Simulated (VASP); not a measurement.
# Si (Cmcm) in VASP: a series of runs

The runs below take Si through single point, with PBE.

All numbers are computed with VASP 6.6.1; they aren't measurements. Logs are shortened: lines on timing, memory, paths and dates and some standing lists are left out, and cuts for length are marked.

**1. The cell of the first run**

Symmetry: Cmcm, No. 63, orthorhombic system. The conventional cell has a = 3.784 Å, b = 6.787 Å, c = 6.365 Å, α = 90.00°, β = 90.00°, γ = 90.00°. Within 3.1 Å of Si (site symmetry m) lie 4 Si at 2.35 to 2.40 Å.

**2. Single point, PBE (engineering shear strain xy +0.0000, strain +e along x and -e along y -0.0175)**

INCAR reads:

```
PREC = Accurate ; ENCUT = 520
EDIFF = 1E-6 ; ISMEAR = 0
SIGMA = 0.05 ; LREAL = F
LASPH = T ; NELM = 100
ALGO = Normal ; ISIF = 2
LWAVE = F ; LCHARG = F
GGA = PE ; NBANDS = 16
```

KPOINTS reads:

```
Automatic mesh
0
Gamma
  12 12 6
```

POSCAR reads:

```
Si
1.0
    3.7836882660      0.0000000000      0.0000000000
   -1.8918441330      3.3934998841      0.0000000000
    0.0000000000      0.0000000000      6.3646810974
Si
4
Direct
    0.3333333333      0.6666666667      0.0629320729
    0.6666666667      0.3333333333      0.5629320729
    0.3333333333      0.6666666667      0.4370679271
    0.6666666667      0.3333333333      0.9370679271
```

Potentials or basis: VASP PAW PBE potentials, release 64 (Si).

Command:

```bash
> cat potpaw_PBE.64/Si/POTCAR > POTCAR
> mpirun -np 1 vasp_std > vasp.out
```

OUTCAR:

```text
PREC = Accurate
   ENCUT = 520
   EDIFF = 1E-6
   ISMEAR = 0
   LREAL = F
   LASPH = T
   NELM = 100
   ISIF = 2
   GGA = PE

 ion  position               nearest neighbor table
   1  0.333  0.667  0.063-   4 2.35   4 2.35   3 2.38   4 2.40
   2  0.667  0.333  0.563-   3 2.35   3 2.35   4 2.38   3 2.40
   3  0.333  0.667  0.437-   2 2.35   2 2.35   1 2.38   2 2.40
   4  0.667  0.333  0.937-   1 2.35   1 2.35   2 2.38   1 2.40

  LATTYP: Found a base centered orthorhombic cell.
 ALAT       =     3.7836882660
 B/A-ratio  =     1.7937523631
 C/A-ratio  =     1.6821367539

  Lattice vectors:

 A1 = (   1.8918441330,  -3.3934998841,   0.0000000000)
 A2 = (   1.8918441330,   3.3934998841,   0.0000000000)
 A3 = (   0.0000000000,   0.0000000000,   6.3646810974)

Analysis of symmetry for initial positions (statically):
=====================================================================
 Subroutine PRICEL returns:
 Original cell was already a primitive cell.

 Routine SETGRP: Setting up the symmetry group for a
 base centered orthorhombic supercell.

 Subroutine GETGRP returns: Found  8 space group operations
 (whereof  4 operations were pure point group operations)
 out of a pool of  8 trial point group operations.

The static configuration has the point symmetry C_2h.
 The point group associated with its full space group is D_2h.

Analysis of symmetry for dynamics (positions and initial velocities):
=====================================================================
 Subroutine PRICEL returns:
 Original cell was already a primitive cell.

 Routine SETGRP: Setting up the symmetry group for a
 base centered orthorhombic supercell.

 Subroutine GETGRP returns: Found  8 space group operations
 (whereof  4 operations were pure point group operations)
 out of a pool of  8 trial point group operations.

The dynamic configuration has the point symmetry C_2h.
 The point group associated with its full space group is D_2h.

 Subroutine INISYM returns: Found  8 space group operations
 (whereof  4 operations are pure point group operations),
 and found     1 'primitive' translations

----------------------------------------------------------------------------------------

                                     Primitive cell

  volume of cell :      81.7222

  direct lattice vectors                    reciprocal lattice vectors
     3.783688266  0.000000000  0.000000000     0.264292386  0.147340509  0.000000000
    -1.891844133  3.393499884  0.000000000     0.000000000  0.294681018  0.000000000
     0.000000000  0.000000000  6.364681097     0.000000000  0.000000000  0.157117063

  length of vectors
     3.783688266  3.885217586  6.364681097     0.302588319  0.294681018  0.157117063

  position of ions in fractional coordinates (direct lattice)
     0.333333333  0.666666667  0.062932073
     0.666666667  0.333333333  0.562932073
     0.333333333  0.666666667  0.437067927
     0.666666667  0.333333333  0.937067927

  ion indices of the primitive-cell ions
   primitive index   ion index
                 1           1
                 2           2
                 3           3
                 4           4

----------------------------------------------------------------------------------------

 KPOINTS: Automatic mesh

Automatic generation of k-mesh.
 Grid dimensions read from file:
 generate k-points for:   12   12    6

 Generating k-lattice:

  Cartesian coordinates                     Fractional coordinates (reciprocal lattice)
     0.022024366  0.012278376  0.000000000     0.083333333 -0.000000000  0.000000000
     0.000000000  0.024556751  0.000000000     0.000000000  0.083333333  0.000000000
     0.000000000  0.000000000  0.026186177     0.000000000  0.000000000  0.166666667

  Length of vectors
     0.025215693  0.024556751  0.026186177

  Shift w.r.t. Gamma in fractional coordinates (k-lattice)
     0.000000000  0.000000000  0.000000000

 Subroutine IBZKPT returns following result:
 ===========================================

 Found    172 irreducible k-points:

 Following reciprocal coordinates:
            Coordinates               Weight
  0.000000  0.000000  0.000000      1.000000
  0.083333 -0.000000  0.000000      4.000000
  0.166667 -0.000000  0.000000      4.000000
  0.250000  0.000000  0.000000      4.000000
  0.333333 -0.000000  0.000000      4.000000
  0.416667 -0.000000  0.000000      4.000000
[... 16 lines left out ...]
  0.333333  0.166667  0.000000      4.000000
  0.416667  0.166667  0.000000      4.000000
 [... further k-points ...]
   k-points           NKPTS =    172   k-points in BZ     NKDIM =    172   number of bands    NBANDS=     16
   number of dos      NEDOS =    301   number of ions     NIONS =      4
   total plane-waves  NPLWV =  40320
   dimension x,y,z NGX =    28 NGY =   30 NGZ =   48
   dimension x,y,z NGXF=    56 NGYF=   60 NGZF=   96
   ions per type =               4
   NGX,Y,Z   is equivalent  to a cutoff of  12.30, 12.84, 12.54 a.u.
   NGXF,Y,Z  is equivalent  to a cutoff of  24.61, 25.67, 25.08 a.u.
 SYSTEM =  unknown system
   PREC   = accura    normal or accurate (medium, high low for compatibility)
   ISTART =      0    job   : 0-new  1-cont  2-samecut
   ICHARG =      2    charge: 1-file 2-atom 10-const
   ISPIN  =      1    spin polarized calculation?
   LNONCOLLINEAR =      F non collinear calculations
   LSORBIT =      F    spin-orbit coupling
   LASPH  =      T    aspherical Exc in radial PAW
   ENCUT  =  520.0 eV  38.22 Ry    6.18 a.u.   7.04  7.22 11.83*2*pi/ulx,y,z
   NELM   =    100;   NELMIN=  2; NELMDL= -5     # of ELM steps
   EDIFF  = 0.1E-05   stopping-criterion for ELM
   LREAL  =      F    real-space projection
[... 7 lines left out ...]
   TEBEG  =    0.0;   TEEND  =   0.0 temperature during run
   PSTRESS=    0.0 pullay stress
   NELECT =      16.0000    total number of electrons
   NUPDOWN=      -1.0000    fix difference up-down
   EMIN   =  10.00;   EMAX   =-10.00  energy-range for DOS
   EFERMI =   0.00;   METHOD = LEGACY
   ISMEAR =     0;   SIGMA  =   0.05  broadening in eV -4-tet -1-fermi 0-gaus
   EFERMI_NEDOS =   21; number of points for ismear=-14 and -15
   IALGO  =     38    algorithm
   IMIX   =      4    mixing-type and parameters
     AMIX     =   0.40;   BMIX     =  1.00
     AMIX_MAG =   1.60;   BMIX_MAG =  1.00
  volume/ion in A,a.u.               =      20.43       137.87
  Fermi-wavevector in a.u.,A,eV,Ry     =   0.950608  1.796389 12.294985  0.903656
  Thomas-Fermi vector in A             =   2.079001
   LORBIT       =      0    0 simple, 1 ext, 2 COOP (PROOUT), +10 PAW based schemes
   GGA     = PE    functional components
   LHFCALC =     F    Hartree Fock is set to
   AEXX    =    0.0000 exact exchange contribution
   IVDW    =     0    specifies the selected vdW correction
   LEPSILON=     F    determine dielectric tensor
   LRPA    =     F    only Hartree local field effects (RPA)
 non-spin polarized calculation
 Gauss-broadening in eV      SIGMA  =   0.05
  energy-cutoff  :      520.00
  volume of cell :       81.72
 maximum number of plane-waves:      2218
   NGX = 15   NGY = 15   NGZ = 23

 number of electron      16.0000000 magnetization

 Free energy of the ion-electron system (eV)
  ---------------------------------------------------
  ext. energy  EPLUGINS =         0.00000000
  ---------------------------------------------------
  free energy    TOTEN  =       -21.62876318 eV

  energy without entropy =      -21.62876312  energy(sigma->0) =      -21.62876315

 E-fermi :   6.0716     XC(G=0):  -9.3257

 val. band max:        5.9402283063   @ k =   0.0000   0.0000   0.0000
 cond. band min:       6.2089681497   @ k =   0.5000   0.0000   0.0000
 fundamental gap:      0.2687398434
 Fermi energy:         6.0715636897

 k-point     1 :       0.0000    0.0000    0.0000
  band No.  band energies     occupation
      1      -6.2124      2.00000
      2      -3.9684      2.00000
      3      -1.2628      2.00000
      4       4.2879      2.00000
      5       4.4631      2.00000
      6       5.5325      2.00000
[... 8 lines left out ...]
     15      10.2366      0.00000
     16      11.6520      0.00000

 k-point     2 :       0.0833   -0.0000    0.0000
  band No.  band energies     occupation
      1      -6.1308      2.00000
      2      -3.8850      2.00000
      3      -1.2197      2.00000
      4       3.7346      2.00000
      5       4.1630      2.00000
      6       5.2811      2.00000
[... 8 lines left out ...]
     15      10.4414      0.00000
     16      11.3564      0.00000

 k-point     3 :       0.1667   -0.0000    0.0000
  band No.  band energies     occupation
      1      -5.8880      2.00000
      2      -3.6364      2.00000
      3      -1.1179      2.00000
      4       2.5737      2.00000
      5       3.7688      2.00000
      6       4.0667      2.00000
[... 8 lines left out ...]
     15      11.0099      0.00000
     16      11.4645      0.00000

 k-point     4 :       0.2500    0.0000    0.0000
  band No.  band energies     occupation
      1      -5.4913      2.00000
      2      -3.2283      2.00000
      3      -1.0830      2.00000
      4       1.5541      2.00000
      5       2.7598      2.00000
      6       3.3639      2.00000
[... 8 lines left out ...]
     15      11.9092      0.00000
     16      12.1447      0.00000
[... 324 lines left out ...]
 k-point    22 :       0.2500    0.1667    0.0000
  band No.  band energies     occupation
      1      -4.7822      2.00000
      2      -2.4930      2.00000
      3      -1.5101      2.00000
      4       1.2741      2.00000
      5       1.3965      2.00000
      6       1.9664      2.00000
[... 8 lines left out ...]
     15      12.3407      0.00000
     16      12.5155      0.00000

 k-point    23 :       0.3333    0.1667    0.0000
  band No.  band energies     occupation
      1      -4.1783      2.00000
      2      -2.1238      2.00000
      3      -1.8531      2.00000
      4       0.4509      2.00000
      5       1.2488      2.00000
      6       1.8642      2.00000
[... 8 lines left out ...]
     15      12.2466      0.00000
     16      12.3958      0.00000

 k-point    24 :       0.4167    0.1667    0.0000
  band No.  band energies     occupation
      1      -3.7461      2.00000
      2      -2.5860      2.00000
      3      -1.3753      2.00000
      4      -0.1480      2.00000
      5       1.2292      2.00000
      6       2.0306      2.00000
[... 8 lines left out ...]
     15      12.1497      0.00000
     16      13.1866      0.00000

 [... further k-points ...]

------------------------ aborting loop because EDIFF is reached ----------------------------------------

  FORCE on cell =-STRESS in cart. coord.  units (eV):
  Direction    XX          YY          ZZ          XY          YZ          ZX
  --------------------------------------------------------------------------------------
  -------------------------------------------------------------------------------------
  Total        1.5484357     -1.4662699     -0.0178113      0.0000000      0.0000000      0.0000000
  in kB       30.3573555    -28.7464797     -0.3491946      0.0000000      0.0000000      0.0000000
  external PRESSURE =       0.4205604 kB  Pullay stress =       0.0000000 kB

 VOLUME and BASIS-vectors are now :
 -----------------------------------------------------------------------------
  energy-cutoff  :      520.00
  volume of cell :       81.72
      direct lattice vectors                 reciprocal lattice vectors
     3.783688266  0.000000000  0.000000000     0.264292386  0.147340509  0.000000000
    -1.891844133  3.393499884  0.000000000     0.000000000  0.294681018  0.000000000
     0.000000000  0.000000000  6.364681097     0.000000000  0.000000000  0.157117063

 POSITION                                       TOTAL-FORCE (eV/Angst)
 -----------------------------------------------------------------------------------
     -0.00000      2.26233      0.40054         0.000000      0.247178      0.009454
      1.89184      1.13117      3.58288         0.000000     -0.247178      0.009454
     -0.00000      2.26233      2.78180         0.000000      0.247178     -0.009454
      1.89184      1.13117      5.96414         0.000000     -0.247178     -0.009454
 -----------------------------------------------------------------------------------
    total drift:                               -0.000000      0.000000     -0.000000

  FREE ENERGIE OF THE ION-ELECTRON SYSTEM (eV)
  ---------------------------------------------------
  free  energy   TOTEN  =       -21.6287631828 eV

  energy  without entropy=      -21.6287631156  energy(sigma->0) =      -21.62876315
```

Wall time 3.9 min (1 thread of Intel Xeon 8259CL, shared host); peak memory 0.29 GiB.

Results:

* Free energy: -21.6288 eV
* Pressure: 0.0 GPa
* Largest force: 0.247 eV/Å
* Band gap on the k mesh: 0.27 eV (least direct gap 0.84 eV)

Forces in eV/Å, atoms in the order of the input:
```
Si   0.000  0.247  0.009
Si   0.000 -0.247  0.009
Si   0.000  0.247 -0.009
Si   0.000 -0.247 -0.009
```

Stress tensor (GPa, compression positive):
```
 3.04  0.00  0.00
 0.00 -2.87  0.00
 0.00  0.00 -0.03
```

Levels at points of the mesh, in eV from the valence-band top:
```
           k point  band 4  band 5  band 6  band 7  band 8  band 9  band 10  band 11  band 12  band 13
(0.00, 0.00, 0.00)   -1.65   -1.48   -0.41   -0.14    0.00    0.84     1.86     2.13     2.24     3.15
(0.50, 0.00, 0.00)   -6.04   -4.62   -3.20   -2.97   -1.58    0.27     2.11     2.92     2.96     4.37
(0.00, 0.50, 0.00)   -5.93   -4.71   -2.99   -2.86   -1.29    0.62     2.54     2.98     3.26     4.15
(0.00, 0.00, 0.50)   -4.27   -1.06   -1.06   -0.90   -0.90    1.64     1.64     2.79     2.79     3.11
(0.50, 0.00, 0.50)   -7.27   -2.57   -2.57   -2.44   -2.44    0.76     0.76     1.62     1.62     5.45
(0.00, 0.50, 0.50)   -7.23   -2.53   -2.53   -2.24   -2.24    1.03     1.03     1.66     1.66     5.69
```

Caveat: the cell differs from its parent crystal (engineering shear strain xy +0.0000, strain +e along x and -e along y -0.0175); the stress differs along the axes, from -3 to 3 GPa; semilocal functionals underestimate gaps, and a narrow one can read as zero. A k mesh can miss the band edges.

**3. Single point, PBE (engineering shear strain xy +0.0000, strain +e along x and -e along y +0.0175)**

INCAR reads:

```
SYSTEM = Si
PREC     = Accurate       ! precision mode
ENCUT    = 520            ! plane-wave cutoff, eV
EDIFF    = 1E-6           ! SCF threshold, eV
ISMEAR   = 0              ! smearing method
SIGMA    = 0.05           ! smearing width, eV
LREAL    = .FALSE.        ! projectors in reciprocal space
LASPH    = .TRUE.         ! aspherical terms in the spheres
NELM     = 80             ! most SCF steps
ALGO     = Normal         ! electronic algorithm
ISIF     = 2              ! what is computed and relaxed
LWAVE    = .FALSE.        ! write WAVECAR
LCHARG   = .TRUE.         ! write CHGCAR
GGA      = PE             ! functional
LELF     = .TRUE.         ! ELF
LVHAR    = .TRUE.       
NBANDS   = 16             ! bands
```

KPOINTS reads:

```
regular mesh
0
G
  12 12 6
  0 0 0
```

POSCAR, as its differences from that of step 2:

```diff
@@ -2,4 +2,4 @@
 1.0
-    3.7836882660      0.0000000000      0.0000000000
-   -1.8918441330      3.3934998841      0.0000000000
+    3.9184761432      0.0000000000      0.0000000000
+   -1.9592380716      3.2767701584      0.0000000000
     0.0000000000      0.0000000000      6.3646810974
```

Potentials or basis: VASP PAW PBE potentials, release 64 (Si).

Command:

```bash
> cat potpaw_PBE.64/Si/POTCAR > POTCAR
> mpirun -np 1 vasp_std > vasp.out
```

OUTCAR:

```text
SYSTEM = Si
   PREC = Accurate
   ENCUT = 520
   EDIFF = 1E-6
   ISMEAR = 0
   LREAL = .FALSE.
   LASPH = .TRUE.
   NELM = 80
   ISIF = 2
   GGA = PE

 ion  position               nearest neighbor table
   1  0.333  0.667  0.063-   4 2.33   3 2.38   4 2.38   4 2.38
   2  0.667  0.333  0.563-   3 2.33   4 2.38   3 2.38   3 2.38
   3  0.333  0.667  0.437-   2 2.33   1 2.38   2 2.38   2 2.38
   4  0.667  0.333  0.937-   1 2.33   2 2.38   1 2.38   1 2.38

  Warning from LATTYP: Monoclinic adjustment (A1->A3, A2->A1, A3->A2)!
  LATTYP: Found a base centered orthorhombic cell.
 ALAT       =     3.9184761432
[... 659 lines left out ...]
  --------------------------------------------------------------------------------------
  -------------------------------------------------------------------------------------
  Total       -1.4900332      1.5751063     -0.0163098      0.0000000      0.0000000      0.0000000
  in kB      -29.2123641     30.8802355     -0.3197569      0.0000000      0.0000000      0.0000000
  external PRESSURE =       0.4493715 kB  Pullay stress =       0.0000000 kB

 VOLUME and BASIS-vectors are now :
 -----------------------------------------------------------------------------
  energy-cutoff  :      520.00
  volume of cell :       81.72
      direct lattice vectors                 reciprocal lattice vectors
     3.918476143  0.000000000  0.000000000     0.255201247  0.152589280  0.000000000
    -1.959238072  3.276770158  0.000000000     0.000000000  0.305178560  0.000000000
     0.000000000  0.000000000  6.364681097     0.000000000  0.000000000  0.157117063

 POSITION                                       TOTAL-FORCE (eV/Angst)
 -----------------------------------------------------------------------------------
     -0.00000      2.18451      0.40054         0.000000     -0.280776      0.010315
      1.95924      1.09226      3.58288        -0.000000      0.280776      0.010315
     -0.00000      2.18451      2.78180         0.000000     -0.280776     -0.010315
      1.95924      1.09226      5.96414        -0.000000      0.280776     -0.010315
 -----------------------------------------------------------------------------------
    total drift:                                0.000000     -0.000000      0.000000

  FREE ENERGIE OF THE ION-ELECTRON SYSTEM (eV)
  ---------------------------------------------------
  free  energy   TOTEN  =       -21.6284738346 eV

  energy  without entropy=      -21.6284705001  energy(sigma->0) =      -21.62847217
```

stdout:

```text
POSCAR found type information on POSCAR Si
 POSCAR found :  1 types and       4 ions
 scaLAPACK will be used
 LDA part: xc-table for (Slater+PW92), standard interpolation
 POSCAR, INCAR and KPOINTS ok, starting setup
 FFT: planning ... GRIDC
 FFT: planning ... GRID_SOFT
 FFT: planning ... GRID
 WAVECAR not read
 entering main loop
```

It took 4.7 min on 1 thread of Intel Xeon 8259CL, shared host; peak memory 0.29 GiB.

What came out:

```yaml
Free_energy: -21.6285 eV
Pressure: 0.0 GPa
Largest_force: 0.281 eV/Å
Band_gap_on_the_k_mesh: 0.17 eV (least direct gap 0.88 eV)
```

Forces on the atoms (eV/Å):
```
Si   0.000 -0.281  0.010
Si   0.000  0.281  0.010
Si   0.000 -0.281 -0.010
Si   0.000  0.281 -0.010
```

Caveat: the cell differs from its parent crystal (engineering shear strain xy +0.0000, strain +e along x and -e along y +0.0175); the stress differs along the axes, from -3 to 3 GPa; semilocal functionals underestimate gaps, and a narrow one can read as zero. A k mesh can miss the band edges.
